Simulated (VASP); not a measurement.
# C (Fd-3m) in VASP: a series of runs, part 2 of 2

VASP 6.6.1. The steps go on from the part before.

### 4 Single point, PBEsol

This run uses another cell than the first one, of 5.44 Å³/atom, 1.091 times its volume.

Input file INCAR:

```
PREC = Accurate ; ENCUT = 520
EDIFF = 1E-6 ; ISMEAR = 0
SIGMA = 0.01 ; LREAL = False
LASPH = True ; NELM = 80
ALGO = Normal ; ISIF = 2
LWAVE = False ; LCHARG = False
GGA = PS ; NBANDS = 11
```

Input file KPOINTS:

```
regular mesh
0
Gamma
  10 10 10
```

Input file POSCAR:

```
C
1.0
    0.0000000000      1.7592674508      1.7592674508
    1.7592674508      0.0000000000      1.7592674508
    1.7592674508      1.7592674508      0.0000000000
C
2
Direct
    0.0000000000      0.0000000000      0.0000000000
    0.2500000000      0.2500000000      0.2500000000
```

Potentials or basis: VASP PAW PBE potentials, release 64 (C).

Started as:

```console
> cat potpaw_PBE.64/C/POTCAR > POTCAR
> mpirun -np 1 vasp_std > vasp.out
```

OUTCAR:

```text
PREC = Accurate
   ENCUT = 520
   EDIFF = 1E-6
   ISMEAR = 0
   LREAL = False
   LASPH = True
   NELM = 80
   ISIF = 2
   GGA = PS

 ion  position               nearest neighbor table
   1  0.000  0.000  0.000-   2 1.52   2 1.52   2 1.52   2 1.52
   2  0.250  0.250  0.250-   1 1.52   1 1.52   1 1.52   1 1.52

  LATTYP: Found a face centered cubic cell.
 ALAT       =     3.5185349016

  Lattice vectors:

 A1 = (   0.0000000000,   1.7592674508,   1.7592674508)
 A2 = (   1.7592674508,   0.0000000000,   1.7592674508)
 A3 = (   1.7592674508,   1.7592674508,   0.0000000000)

Analysis of symmetry for initial positions (statically):
=====================================================================
 Subroutine PRICEL returns:
 Original cell was already a primitive cell.

 Routine SETGRP: Setting up the symmetry group for a
 face centered cubic supercell.

 Subroutine GETGRP returns: Found 48 space group operations
 (whereof 24 operations were pure point group operations)
 out of a pool of 48 trial point group operations.

The static configuration has the point symmetry T_d .
 The point group associated with its full space group is O_h .

Analysis of symmetry for dynamics (positions and initial velocities):
=====================================================================
 Subroutine PRICEL returns:
 Original cell was already a primitive cell.

 Routine SETGRP: Setting up the symmetry group for a
 face centered cubic supercell.

 Subroutine GETGRP returns: Found 48 space group operations
 (whereof 24 operations were pure point group operations)
 out of a pool of 48 trial point group operations.

The dynamic configuration has the point symmetry T_d .
 The point group associated with its full space group is O_h .

 Subroutine INISYM returns: Found 48 space group operations
 (whereof 24 operations are pure point group operations),
 and found     1 'primitive' translations

----------------------------------------------------------------------------------------

                                     Primitive cell

  volume of cell :      10.8899

  direct lattice vectors                    reciprocal lattice vectors
     0.000000000  1.759267451  1.759267451    -0.284209203  0.284209203  0.284209203
     1.759267451  0.000000000  1.759267451     0.284209203 -0.284209203  0.284209203
     1.759267451  1.759267451  0.000000000     0.284209203  0.284209203 -0.284209203

  length of vectors
     2.487979889  2.487979889  2.487979889     0.492264780  0.492264780  0.492264780

  position of ions in fractional coordinates (direct lattice)
     0.000000000  0.000000000  0.000000000
     0.250000000  0.250000000  0.250000000

  ion indices of the primitive-cell ions
   primitive index   ion index
                 1           1
                 2           2

----------------------------------------------------------------------------------------

 KPOINTS: regular mesh

Automatic generation of k-mesh.
 Grid dimensions read from file:
 generate k-points for:   10   10   10

 Generating k-lattice:

  Cartesian coordinates                     Fractional coordinates (reciprocal lattice)
    -0.028420920  0.028420920  0.028420920     0.100000000  0.000000000  0.000000000
     0.028420920 -0.028420920  0.028420920     0.000000000  0.100000000  0.000000000
     0.028420920  0.028420920 -0.028420920     0.000000000  0.000000000  0.100000000

  Length of vectors
     0.049226478  0.049226478  0.049226478

  Shift w.r.t. Gamma in fractional coordinates (k-lattice)
     0.000000000  0.000000000  0.000000000

 Subroutine IBZKPT returns following result:
 ===========================================

 Found     47 irreducible k-points:

 Following reciprocal coordinates:
            Coordinates               Weight
  0.000000  0.000000  0.000000      1.000000
  0.100000  0.000000  0.000000      8.000000
  0.200000  0.000000  0.000000      8.000000
  0.300000  0.000000  0.000000      8.000000
  0.400000  0.000000  0.000000      8.000000
  0.500000  0.000000  0.000000      4.000000
[... 16 lines left out ...]
  0.300000  0.300000  0.000000      6.000000
  0.400000  0.300000  0.000000     24.000000
 [... further k-points ...]
   k-points           NKPTS =     47   k-points in BZ     NKDIM =     47   number of bands    NBANDS=     11
   number of dos      NEDOS =    301   number of ions     NIONS =      2
   total plane-waves  NPLWV =   8000
   dimension x,y,z NGX =    20 NGY =   20 NGZ =   20
   dimension x,y,z NGXF=    40 NGYF=   40 NGZF=   40
   ions per type =               2
   NGX,Y,Z   is equivalent  to a cutoff of  13.36, 13.36, 13.36 a.u.
   NGXF,Y,Z  is equivalent  to a cutoff of  26.73, 26.73, 26.73 a.u.
 SYSTEM =  unknown system
   PREC   = accura    normal or accurate (medium, high low for compatibility)
   ISTART =      0    job   : 0-new  1-cont  2-samecut
   ICHARG =      2    charge: 1-file 2-atom 10-const
   ISPIN  =      1    spin polarized calculation?
   LNONCOLLINEAR =      F non collinear calculations
   LSORBIT =      F    spin-orbit coupling
   LASPH  =      T    aspherical Exc in radial PAW
   ENCUT  =  520.0 eV  38.22 Ry    6.18 a.u.   4.63  4.63  4.63*2*pi/ulx,y,z
   NELM   =     80;   NELMIN=  2; NELMDL= -5     # of ELM steps
   EDIFF  = 0.1E-05   stopping-criterion for ELM
   LREAL  =      F    real-space projection
   EDIFFG = 0.1E-04   stopping-criterion for IOM
   NSW    =      0    number of steps for IOM
   IBRION =     -1    ionic relax: 0-MD 1-quasi-New 2-CG
   NFREE  =      0    steps in history (QN), initial steepest desc. (CG)
   ISIF   =      2    stress and relaxation
   ISYM   =      2    0-nonsym 1-usesym 2-fastsym
   POTIM  = 0.5000    time-step for ionic-motion
   TEBEG  =    0.0;   TEEND  =   0.0 temperature during run
   PSTRESS=    0.0 pullay stress
   NELECT =       8.0000    total number of electrons
   NUPDOWN=      -1.0000    fix difference up-down
   EMIN   =  10.00;   EMAX   =-10.00  energy-range for DOS
   EFERMI =   0.00;   METHOD = LEGACY
   ISMEAR =     0;   SIGMA  =   0.01  broadening in eV -4-tet -1-fermi 0-gaus
   EFERMI_NEDOS =   21; number of points for ismear=-14 and -15
   IALGO  =     38    algorithm
   IMIX   =      4    mixing-type and parameters
     AMIX     =   0.40;   BMIX     =  1.00
     AMIX_MAG =   1.60;   BMIX_MAG =  1.00
  volume/ion in A,a.u.               =       5.44        36.74
  Fermi-wavevector in a.u.,A,eV,Ry     =   1.477167  2.791441 29.688220  2.182023
  Thomas-Fermi vector in A             =   2.591604
   LORBIT       =      0    0 simple, 1 ext, 2 COOP (PROOUT), +10 PAW based schemes
   GGA     = PS    functional components
   LHFCALC =     F    Hartree Fock is set to
   AEXX    =    0.0000 exact exchange contribution
   IVDW    =     0    specifies the selected vdW correction
   LEPSILON=     F    determine dielectric tensor
   LRPA    =     F    only Hartree local field effects (RPA)
 non-spin polarized calculation
 Gauss-broadening in eV      SIGMA  =   0.01
  energy-cutoff  :      520.00
  volume of cell :       10.89
 maximum number of plane-waves:       303
   NGX =  9   NGY =  9   NGZ =  9

 number of electron       7.9999999 magnetization

 Free energy of the ion-electron system (eV)
  ---------------------------------------------------
  ext. energy  EPLUGINS =         0.00000000
  ---------------------------------------------------
  free energy    TOTEN  =       -19.23238832 eV

  energy without entropy =      -19.23238832  energy(sigma->0) =      -19.23238832

 E-fermi :  10.3801     XC(G=0): -13.6353

 val. band max:       10.3088396532   @ k =   0.0000   0.0000   0.0000
 cond. band min:      14.4333459104   @ k =   0.4000   0.4000   0.0000
 fundamental gap:      4.1245062571
 Fermi energy:        10.3800816245

 k-point     1 :       0.0000    0.0000    0.0000
  band No.  band energies     occupation
      1     -11.7695      2.00000
      2      10.3088      2.00000
      3      10.3088      2.00000
      4      10.3088      2.00000
      5      15.9611      0.00000
      6      15.9611      0.00000
      7      15.9611      0.00000
      8      24.6199      0.00000
      9      29.8018      0.00000
     10      37.2340      0.00000
     11      37.2340      0.00000
[... 309 lines left out ...]
 k-point    24 :       0.4000    0.3000    0.0000
  band No.  band energies     occupation
      1      -7.0294      2.00000
      2       2.1066      2.00000
      3       4.0484      2.00000
      4       4.6993      2.00000
      5      15.0931      0.00000
      6      18.3070      0.00000
      7      24.8370      0.00000
      8      24.9384      0.00000
      9      32.7723      0.00000
     10      33.6379      0.00000
     11      41.5709      0.00000

 [... further k-points ...]
[... 5 lines left out ...]
  --------------------------------------------------------------------------------------
  -------------------------------------------------------------------------------------
  Total        1.0519323      1.0519323      1.0519323      0.0000000      0.0000000     -0.0000000
  in kB      154.7650058    154.7650058    154.7650058      0.0000000      0.0000000     -0.0000000
  external PRESSURE =     154.7650058 kB  Pullay stress =       0.0000000 kB

 VOLUME and BASIS-vectors are now :
 -----------------------------------------------------------------------------
  energy-cutoff  :      520.00
  volume of cell :       10.89
      direct lattice vectors                 reciprocal lattice vectors
     0.000000000  1.759267451  1.759267451    -0.284209203  0.284209203  0.284209203
     1.759267451  0.000000000  1.759267451     0.284209203 -0.284209203  0.284209203
     1.759267451  1.759267451  0.000000000     0.284209203  0.284209203 -0.284209203

 POSITION                                       TOTAL-FORCE (eV/Angst)
 -----------------------------------------------------------------------------------
      0.00000      0.00000      0.00000         0.000000      0.000000      0.000000
      0.87963      0.87963      0.87963        -0.000000     -0.000000     -0.000000
 -----------------------------------------------------------------------------------
    total drift:                                0.000000      0.000000      0.000000

  FREE ENERGIE OF THE ION-ELECTRON SYSTEM (eV)
  ---------------------------------------------------
  free  energy   TOTEN  =       -19.2323883212 eV

  energy  without entropy=      -19.2323883212  energy(sigma->0) =      -19.23238832
```

OSZICAR:

```text
N       E                     dE             d eps       ncg     rms          rms(c)
DAV:   1    -0.797159351569E+00   -0.79716E+00   -0.47495E+03  1066   0.718E+02
DAV:   2    -0.196627014913E+02   -0.18866E+02   -0.18429E+02  1324   0.127E+02
DAV:   3    -0.199782653397E+02   -0.31556E+00   -0.31466E+00  1243   0.126E+01
DAV:   4    -0.199787439245E+02   -0.47858E-03   -0.47858E-03  1114   0.585E-01
DAV:   5    -0.199787444109E+02   -0.48645E-06   -0.48649E-06  1187   0.182E-02    0.590E+00
DAV:   6    -0.194241374725E+02    0.55461E+00   -0.28659E-01  1049   0.374E+00    0.348E+00
DAV:   7    -0.192317380552E+02    0.19240E+00   -0.34123E-01  1118   0.411E+00    0.752E-01
DAV:   8    -0.192323633150E+02   -0.62526E-03   -0.80040E-03  1094   0.712E-01    0.298E-02
DAV:   9    -0.192323803432E+02   -0.17028E-04   -0.13986E-05  1238   0.341E-02    0.221E-02
DAV:  10    -0.192323884607E+02   -0.81175E-05   -0.32632E-06  1127   0.160E-02    0.445E-03
DAV:  11    -0.192323883212E+02    0.13953E-06   -0.87567E-08   627   0.261E-03
   1 F= -.19232388E+02 E0= -.19232388E+02  d E =-.153437E-26
```

stdout:

```text
POSCAR found type information on POSCAR C
 POSCAR found :  1 types and       2 ions
 scaLAPACK will be used
 -----------------------------------------------------------------------------
|                                                                             |
|                                                                             |
|     You enforced a specific xc type in the INCAR file but a different       |
|     I HOPE YOU KNOW WHAT YOU ARE DOING!                                     |
|                                                                             |
 -----------------------------------------------------------------------------

 LDA part: xc-table for (Slater+PW92), standard interpolation
 POSCAR, INCAR and KPOINTS ok, starting setup
 FFT: planning ... GRIDC
 FFT: planning ... GRID_SOFT
 FFT: planning ... GRID
 WAVECAR not read
 entering main loop
```

It took 5.4 s on 1 thread of AMD EPYC 7R13 (Zen 3), shared host; peak memory 0.09 GiB.

What came out:

| Quantity | Value |
| --- | --- |
| Free energy | -19.2324 eV |
| Pressure | 15.5 GPa |
| Band gap on the k mesh | 4.12 eV, indirect (least direct gap 5.65 eV) |

Levels at points of the mesh, in eV from the valence-band top:
```tsv
k point	band 1	band 2	band 3	band 4	band 5	band 6	band 7	band 8	band 9
(0.00, 0.00, 0.00)	-22.08	0.00	0.00	0.00	5.65	5.65	5.65	14.31	19.49
(0.50, 0.00, 0.00)	-16.01	-13.93	-2.92	-2.92	8.55	8.55	9.40	15.85	22.25
(0.50, 0.50, 0.00)	-13.07	-13.07	-6.59	-6.59	4.69	4.69	17.42	17.42	23.86
```

Caveat: the PAW data sets were made with another functional, which shifts forces and pressure a little. As with any semilocal functional, this PBEsol gap is likely too small.

### 5 Single point, PBEsol

This run uses another cell than the first one, of 6.13 Å³/atom, 1.227 times its volume.

Input file INCAR:

```
SYSTEM = C
  ALGO = Normal
  EDIFF = 1E-7
  ENCUT = 520
  GGA = PS
  ISIF = 2
  ISMEAR = 0
  LASPH = .TRUE.
  LCHARG = .FALSE.
  LREAL = .FALSE.
  LWAVE = .FALSE.
  NBANDS = 11
  NELM = 100
  PREC = Accurate
  SIGMA = 0.01
```

Input file KPOINTS:

```
k-points
0
G
  10 10 10
  0 0 0
```

Input file POSCAR:

```
C
1.0
    0.0000000000      1.8297118824      1.8297118824
    1.8297118824      0.0000000000      1.8297118824
    1.8297118824      1.8297118824      0.0000000000
C
2
Direct
    0.0000000000      0.0000000000      0.0000000000
    0.2500000000      0.2500000000      0.2500000000
```

Started as:

```console
> cat potpaw_PBE.64/C/POTCAR > POTCAR
> mpirun -np 1 vasp_std > vasp.out
```

It took 5.8 s on 1 thread of AMD EPYC 7R13 (Zen 3), shared host; peak memory 0.09 GiB.

It converged, with:

* Free energy: -19.1410 eV
* Pressure: -32.9 GPa
* Band gap on the k mesh: 3.87 eV, indirect (least direct gap 5.33 eV)

Levels at points of the mesh, in eV from the valence-band top:
```csv
k point,band 2,band 3,band 4,band 5,band 6,band 7
"(0.00, 0.00, 0.00)",0.00,0.00,0.00,5.33,5.33,5.33
"(0.50, 0.00, 0.00)",-12.64,-2.62,-2.62,7.82,8.06,8.06
"(0.50, 0.50, 0.00)",-12.25,-5.89,-5.89,4.44,4.44,15.65
```

Caveat: the PAW data sets were made with another functional, which shifts forces and pressure a little. A k mesh can miss the band edges.

### 6 Single point, PBEsol

This run uses another cell than the first one, of 6.35 Å³/atom, 1.273 times its volume.

Input file INCAR:

```
SYSTEM = C
PREC = Accurate
ENCUT = 520
EDIFF = 1E-6
ISMEAR = 0
SIGMA = 0.01
LREAL = .False.
LASPH = .True.
NELM = 100
ALGO = Normal
ISIF = 2
LWAVE = .False.
LCHARG = .False.
GGA = PS
NBANDS = 11
```

Input file KPOINTS:

```
regular mesh
0
Gamma
  10 10 10
  0 0 0
```

Input file POSCAR:

```
C
1.0
    0.0000000000      1.8520276413      1.8520276413
    1.8520276413      0.0000000000      1.8520276413
    1.8520276413      1.8520276413      0.0000000000
C
2
Direct
    0.0000000000      0.0000000000      0.0000000000
    0.2500000000      0.2500000000      0.2500000000
```

Potentials or basis: VASP PAW PBE potentials, release 64 (C).

Started as:

```console
> cat potpaw_PBE.64/C/POTCAR > POTCAR
> mpirun -np 1 vasp_std > vasp.out
```

Wall time 5.1 s (1 thread of AMD EPYC 7R13 (Zen 3), shared host); peak memory 0.09 GiB.

Results (log left out):

```yaml
Free_energy: -19.0324 eV
Pressure: -43.8 GPa
Band_gap_on_the_k_mesh: 3.80 eV, indirect (least direct gap 5.23 eV)
```

Levels at points of the mesh, in eV from the valence-band top:
```
           k point  band 2  band 3  band 4  band 5  band 6  band 7
(0.00, 0.00, 0.00)    0.00    0.00    0.00    5.23    5.23    5.23
(0.50, 0.00, 0.00)  -12.27   -2.53   -2.53    7.36    7.91    7.91
(0.50, 0.50, 0.00)  -12.01   -5.68   -5.68    4.36    4.36   15.14
```

Caveat: the PAW data sets were made with another functional, which shifts forces and pressure a little.

### 7 Overview

| cell | gap on the mesh (eV) | pressure (GPa) |
| --- | --- | --- |
| a = 2.417 Å, angles 60.0°, 2 atoms | 4.32 | 66.8 |
| a = 2.453 Å, angles 60.0°, 2 atoms | 4.22 | 38.7 |
| a = 2.488 Å, angles 60.0°, 2 atoms | 4.12 | 15.5 |
| a = 2.588 Å, angles 60.0°, 2 atoms | 3.87 | -32.9 |
| a = 2.619 Å, angles 60.0°, 2 atoms | 3.80 | -43.8 |

Alike in all rows: task single point; level PBEsol; potentials or basis VASP PAW PBE potentials, release 64 (C); no spin polarisation; k mesh 10 × 10 × 10; cutoff (eV) 520; smearing gaussian 0.01 eV.

Caveats: the PAW data sets were made with another functional, which shifts forces and pressure a little.

Total energies depend on the potentials used, so only differences within one code and one set of settings carry meaning.
